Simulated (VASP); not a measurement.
# CoSn (P4/nmm) in VASP: single point with PBE

Aim: the single point of CoSn with PBE.

Everything below comes from runs of VASP 6.6.1. Logs are shortened: lines on timing, memory, paths and dates and some standing lists are left out, and cuts for length are marked.

**1. The cell of the first run**

The structure is tetragonal, space group P4/nmm (No. 129). The conventional cell has a = 4.154 Å, b = 4.154 Å, c = 5.075 Å, α = 90.00°, β = 90.00°, γ = 90.00°. Co (site symmetry -4m2) has 4 Sn at 2.09 Å within 2.8 Å. Within 2.8 Å of Sn (site symmetry 4mm) lie 4 Co at 2.09 Å.

**2. Single point, PBE, collinear spin, antiferromagnetic start**

INCAR reads:

```
SYSTEM = CoSn
  ALGO = Fast
  EDIFF = 1E-6
  ENCUT = 520
  GGA = PE
  ISIF = 2
  ISMEAR = 0
  ISPIN = 2
  LASPH = .True.
  LCHARG = .False.
  LMAXMIX = 4
  LORBIT = 11
  LREAL = .False.
  LWAVE = .False.
  MAGMOM = -3 3 0 0
  NBANDS = 35
  NELM = 150
  PREC = Accurate
  SIGMA = 0.1
```

KPOINTS reads:

```
k-points
0
Gamma
  4 4 4
  0 0 0
```

POSCAR reads:

```
CoSn
1.0
    4.1540824800      0.0000000000      0.0000000000
    0.0000000000      4.1540824800      0.0000000000
    0.0000000000      0.0000000000      5.0754314100
Co Sn
2 2
Direct
    0.0000000000      0.0000000000      0.0000000000
    0.5000000000      0.5000000000      0.0000000000
    0.0000000000      0.5000000000      0.9550300400
    0.5000000000      0.0000000000      0.0449699600
```

Potentials or basis: VASP PAW PBE potentials, release 64 (Co, Sn_d).

Launch:

```sh
> cat potpaw_PBE.64/Co/POTCAR potpaw_PBE.64/Sn_d/POTCAR > POTCAR
> mpirun -np 1 vasp_std > vasp.out
```

OUTCAR:

```text
SYSTEM = CoSn
   EDIFF = 1E-6
   ENCUT = 520
   GGA = PE
   ISIF = 2
   ISMEAR = 0
   ISPIN = 2
   LASPH = .True.
   LORBIT = 11
   LREAL = .False.
   NELM = 150
   PREC = Accurate

 ion  position               nearest neighbor table
   1  0.000  0.000  0.000-   3 2.09   4 2.09   3 2.09   4 2.09   2 2.94   2 2.94   2 2.94   2 2.94

   2  0.500  0.500  0.000-   3 2.09   4 2.09   4 2.09   3 2.09   1 2.94   1 2.94   1 2.94   1 2.94

   3  0.000  0.500  0.955-   1 2.09   2 2.09   1 2.09   2 2.09   4 2.97   4 2.97   4 2.97   4 2.97

   4  0.500  0.000  0.045-   1 2.09   2 2.09   2 2.09   1 2.09   3 2.97   3 2.97   3 2.97   3 2.97

  LATTYP: Found a simple tetragonal cell.
 ALAT       =     4.1540824800
 C/A-ratio  =     1.2217936053

  Lattice vectors:

 A1 = (   4.1540824800,   0.0000000000,   0.0000000000)
 A2 = (   0.0000000000,   4.1540824800,   0.0000000000)
 A3 = (   0.0000000000,   0.0000000000,   5.0754314100)

Analysis of symmetry for initial positions (statically):
=====================================================================
 Subroutine PRICEL returns:
 Original cell was already a primitive cell.

 Routine SETGRP: Setting up the symmetry group for a
 simple tetragonal supercell.

 Subroutine GETGRP returns: Found 16 space group operations
 (whereof  8 operations were pure point group operations)
 out of a pool of 16 trial point group operations.

The static configuration has the point symmetry D_2d.
 The point group associated with its full space group is D_4h.

Analysis of symmetry for dynamics (positions and initial velocities):
=====================================================================
 Subroutine PRICEL returns:
 Original cell was already a primitive cell.

 Routine SETGRP: Setting up the symmetry group for a
 simple tetragonal supercell.

 Subroutine GETGRP returns: Found 16 space group operations
 (whereof  8 operations were pure point group operations)
 out of a pool of 16 trial point group operations.

The dynamic configuration has the point symmetry D_2d.
 The point group associated with its full space group is D_4h.

Analysis of structural, dynamic, and magnetic symmetry:
=====================================================================
 Subroutine PRICEL returns:
 Original cell was already a primitive cell.

 Routine SETGRP: Setting up the symmetry group for a
 simple tetragonal supercell.

 Subroutine GETGRP returns: Found 16 space group operations
 (whereof  8 operations were pure point group operations)
 out of a pool of 16 trial point group operations.

The overall configuration has the point symmetry D_2d.
 The point group associated with its full space group is D_4h.

 Subroutine INISYM returns: Found 16 space group operations
 (whereof  8 operations are pure point group operations),
 and found     1 'primitive' translations

----------------------------------------------------------------------------------------

                                     Primitive cell

  volume of cell :      87.5837

  direct lattice vectors                    reciprocal lattice vectors
     4.154082480  0.000000000  0.000000000     0.240727045  0.000000000  0.000000000
     0.000000000  4.154082480  0.000000000     0.000000000  0.240727045  0.000000000
     0.000000000  0.000000000  5.075431410     0.000000000  0.000000000  0.197027586

  length of vectors
     4.154082480  4.154082480  5.075431410     0.240727045  0.240727045  0.197027586

  position of ions in fractional coordinates (direct lattice)
     0.000000000  0.000000000  0.000000000
     0.500000000  0.500000000  0.000000000
     0.000000000  0.500000000  0.955030040
     0.500000000  0.000000000  0.044969960

  ion indices of the primitive-cell ions
   primitive index   ion index
                 1           1
                 2           2
                 3           3
                 4           4

----------------------------------------------------------------------------------------

 KPOINTS: k-points

Automatic generation of k-mesh.
 Grid dimensions read from file:
 generate k-points for:    4    4    4

 Generating k-lattice:

  Cartesian coordinates                     Fractional coordinates (reciprocal lattice)
     0.060181761  0.000000000  0.000000000     0.250000000  0.000000000  0.000000000
     0.000000000  0.060181761  0.000000000     0.000000000  0.250000000  0.000000000
     0.000000000  0.000000000  0.049256897     0.000000000  0.000000000  0.250000000

  Length of vectors
     0.060181761  0.060181761  0.049256897

  Shift w.r.t. Gamma in fractional coordinates (k-lattice)
     0.000000000  0.000000000  0.000000000

 Subroutine IBZKPT returns following result:
 ===========================================

 Found     18 irreducible k-points:

 Following reciprocal coordinates:
            Coordinates               Weight
  0.000000  0.000000  0.000000      1.000000
  0.250000  0.000000  0.000000      4.000000
  0.500000  0.000000  0.000000      2.000000
  0.250000  0.250000  0.000000      4.000000
  0.500000  0.250000  0.000000      4.000000
  0.500000  0.500000  0.000000      1.000000
[... 10 lines left out ...]
  0.500000  0.250000  0.500000      4.000000
  0.500000  0.500000  0.500000      1.000000
   k-points           NKPTS =     18   k-points in BZ     NKDIM =     18   number of bands    NBANDS=     35
   number of dos      NEDOS =    301   number of ions     NIONS =      4
   total plane-waves  NPLWV =  40960
   dimension x,y,z NGX =    32 NGY =   32 NGZ =   40
   dimension x,y,z NGXF=    64 NGYF=   64 NGZF=   80
   ions per type =               2   2
   NGX,Y,Z   is equivalent  to a cutoff of  12.81, 12.81, 13.10 a.u.
   NGXF,Y,Z  is equivalent  to a cutoff of  25.61, 25.61, 26.20 a.u.
 SYSTEM =  CoSn
   PREC   = accura    normal or accurate (medium, high low for compatibility)
   ISTART =      0    job   : 0-new  1-cont  2-samecut
   ICHARG =      2    charge: 1-file 2-atom 10-const
   ISPIN  =      2    spin polarized calculation?
   LNONCOLLINEAR =      F non collinear calculations
   LSORBIT =      F    spin-orbit coupling
   LASPH  =      T    aspherical Exc in radial PAW
   ENCUT  =  520.0 eV  38.22 Ry    6.18 a.u.   7.72  7.72  9.44*2*pi/ulx,y,z
   NELM   =    150;   NELMIN=  2; NELMDL= -5     # of ELM steps
   EDIFF  = 0.1E-05   stopping-criterion for ELM
   LREAL  =      F    real-space projection
   EDIFFG = 0.1E-04   stopping-criterion for IOM
   NSW    =      0    number of steps for IOM
   IBRION =     -1    ionic relax: 0-MD 1-quasi-New 2-CG
   NFREE  =      0    steps in history (QN), initial steepest desc. (CG)
   ISIF   =      2    stress and relaxation
   ISYM   =      2    0-nonsym 1-usesym 2-fastsym
   POTIM  = 0.5000    time-step for ionic-motion
   TEBEG  =    0.0;   TEEND  =   0.0 temperature during run
   PSTRESS=    0.0 pullay stress
   NELECT =      46.0000    total number of electrons
   NUPDOWN=      -1.0000    fix difference up-down
   EMIN   =  10.00;   EMAX   =-10.00  energy-range for DOS
   EFERMI =   0.00;   METHOD = LEGACY
   ISMEAR =     0;   SIGMA  =   0.10  broadening in eV -4-tet -1-fermi 0-gaus
   EFERMI_NEDOS =   21; number of points for ismear=-14 and -15
   IALGO  =     68    algorithm
   IMIX   =      4    mixing-type and parameters
     AMIX     =   0.40;   BMIX     =  1.00
     AMIX_MAG =   1.60;   BMIX_MAG =  1.00
  volume/ion in A,a.u.               =      21.90       147.76
  Fermi-wavevector in a.u.,A,eV,Ry     =   1.320849  2.496042 23.737283  1.744641
  Thomas-Fermi vector in A             =   2.450645
   LORBIT       =     11    0 simple, 1 ext, 2 COOP (PROOUT), +10 PAW based schemes
   GGA     = PE    functional components
   LHFCALC =     F    Hartree Fock is set to
   AEXX    =    0.0000 exact exchange contribution
   IVDW    =     0    specifies the selected vdW correction
   LEPSILON=     F    determine dielectric tensor
   LRPA    =     F    only Hartree local field effects (RPA)
 spin polarized calculation
 RMM-DIIS sequential band-by-band and
 Gauss-broadening in eV      SIGMA  =   0.10
  energy-cutoff  :      520.00
  volume of cell :       87.58
 maximum number of plane-waves:      2388
 NGX is ok and might be reduce to    32
   NGX = 15   NGY = 15   NGZ = 19

 number of electron      45.9999985 magnetization       0.0000000

 number of electron      45.9999985 magnetization      -0.0000000

 Free energy of the ion-electron system (eV)
  ---------------------------------------------------
  ext. energy  EPLUGINS =         0.00000000
  ---------------------------------------------------
  free energy    TOTEN  =       -10.26703517 eV

  energy without entropy =      -10.24853185  energy(sigma->0) =      -10.25778351

 E-fermi :   6.3188     XC(G=0):  -9.4503

 val. band max:        6.2839244635   @ k =   0.2500   0.0000   0.0000
 cond. band min:       6.3337475901   @ k =   0.5000   0.2500   0.5000
 fundamental gap:      0.0498231266
 Fermi energy:         6.3187629982

 spin component 1

 k-point     1 :       0.0000    0.0000    0.0000
  band No.  band energies     occupation
      1     -15.7325      1.00000
      2     -15.7214      1.00000
      3     -15.6143      1.00000
      4     -15.3952      1.00000
      5     -15.2052      1.00000
      6     -15.2052      1.00000
[... 27 lines left out ...]
     34      16.7377      0.00000
     35      16.7377      0.00000

 k-point     2 :       0.2500    0.0000    0.0000
  band No.  band energies     occupation
      1     -15.6437      1.00000
      2     -15.6080      1.00000
      3     -15.5682      1.00000
      4     -15.3580      1.00000
      5     -15.1741      1.00000
      6     -15.1724      1.00000
[... 27 lines left out ...]
     34      17.2303      0.00000
     35      18.2538      0.00000
[... 568 lines left out ...]
     34      17.6856      0.00000
     35      19.5518      0.00000

 k-point    18 :       0.5000    0.5000    0.5000
  band No.  band energies     occupation
      1     -15.3880      1.00000
      2     -15.3880      1.00000
      3     -15.3812      1.00000
      4     -15.3812      1.00000
      5     -15.2037      1.00000
      6     -15.1967      1.00000
[... 27 lines left out ...]
     34      19.1641      0.00000
     35      19.4464      0.00000
 Fermi energy:         6.3187629982

 spin component 2

 k-point     1 :       0.0000    0.0000    0.0000
  band No.  band energies     occupation
      1     -15.7325      1.00000
      2     -15.7214      1.00000
      3     -15.6143      1.00000
      4     -15.3952      1.00000
      5     -15.2052      1.00000
      6     -15.2052      1.00000
[... 27 lines left out ...]
     34      16.7377      0.00000
     35      16.7377      0.00000

 k-point     2 :       0.2500    0.0000    0.0000
  band No.  band energies     occupation
      1     -15.6437      1.00000
      2     -15.6080      1.00000
      3     -15.5682      1.00000
      4     -15.3580      1.00000
      5     -15.1741      1.00000
      6     -15.1724      1.00000
[... 27 lines left out ...]
     34      17.2304      0.00000
     35      18.2776      0.00000
[... 568 lines left out ...]
     34      17.6860      0.00000
     35      19.6039      0.00000

 k-point    18 :       0.5000    0.5000    0.5000
  band No.  band energies     occupation
      1     -15.3880      1.00000
      2     -15.3880      1.00000
      3     -15.3812      1.00000
      4     -15.3812      1.00000
      5     -15.2037      1.00000
      6     -15.1967      1.00000
[... 27 lines left out ...]
     34      18.8149      0.00000
     35      19.4139      0.00000

------------------------ aborting loop because EDIFF is reached ----------------------------------------

  FORCE on cell =-STRESS in cart. coord.  units (eV):
  Direction    XX          YY          ZZ          XY          YZ          ZX
  --------------------------------------------------------------------------------------
  -------------------------------------------------------------------------------------
  Total       56.5582400     56.5582400      1.3047967      0.0000000      0.0000000      0.0000000
  in kB     1034.6257310   1034.6257310     23.8687805      0.0000000      0.0000000      0.0000000
  external PRESSURE =     697.7067475 kB  Pullay stress =       0.0000000 kB

 VOLUME and BASIS-vectors are now :
 -----------------------------------------------------------------------------
  energy-cutoff  :      520.00
  volume of cell :       87.58
      direct lattice vectors                 reciprocal lattice vectors
     4.154082480  0.000000000  0.000000000     0.240727045  0.000000000  0.000000000
     0.000000000  4.154082480  0.000000000     0.000000000  0.240727045  0.000000000
     0.000000000  0.000000000  5.075431410     0.000000000  0.000000000  0.197027586

 POSITION                                       TOTAL-FORCE (eV/Angst)
 -----------------------------------------------------------------------------------
      0.00000      0.00000      0.00000        -0.000000      0.000000      0.000000
      2.07704      2.07704      0.00000        -0.000000      0.000000      0.000000
      0.00000      2.07704      4.84719         0.000000     -0.000000     -3.614591
      2.07704      0.00000      0.22824        -0.000000      0.000000      3.614591
 -----------------------------------------------------------------------------------
    total drift:                                0.000000      0.000000     -0.000000

  FREE ENERGIE OF THE ION-ELECTRON SYSTEM (eV)
  ---------------------------------------------------
  free  energy   TOTEN  =       -10.2670351695 eV

  energy  without entropy=      -10.2485318450  energy(sigma->0) =      -10.25778351

 total charge

# of ion       s       p       d       tot
------------------------------------------
    1        0.592   0.654   8.046   9.293
    2        0.592   0.654   8.046   9.293
    3        1.288   1.694  10.242  13.223
    4        1.288   1.694  10.242  13.223
--------------------------------------------------
tot          3.761   4.696  36.575  45.032

 magnetization (x)

# of ion       s       p       d       tot
------------------------------------------
    1        0.024   0.008  -0.139  -0.106
    2       -0.024  -0.008   0.139   0.106
    3        0.000   0.000   0.000   0.000
    4        0.000   0.000   0.000   0.000
--------------------------------------------------
tot          0.000   0.000   0.000   0.000
```

Wall time 52 s (1 thread of Intel Xeon 6975P-C (Granite Rapids), shared host); peak memory 0.27 GiB.

Results:

| Quantity | Value |
| --- | --- |
| Free energy | -10.2670 eV |
| Pressure | 69.8 GPa |
| Largest force | 3.615 eV/Å |
| Band gap on the k mesh | zero (filled and empty bands overlap) |
| Net moment | 0.00 μB per cell |
| Site moments | Co -0.11, +0.11; Sn +0.00 μB |
| Valence electrons inside the program's atomic spheres | Co 9.29; Sn 13.22 |

Forces in eV/Å, atoms in the order of the input:
```
Co   0.000  0.000  0.000
Co   0.000  0.000  0.000
Sn   0.000  0.000 -3.615
Sn   0.000  0.000  3.615
```

Caveat: the k points lie up to 0.38 Å⁻¹ apart; spin-orbit coupling is left out, which moves the levels of the heavy elements; forces of over 1 eV/Å act on the atoms, so gaps and moduli don't describe the material at rest.
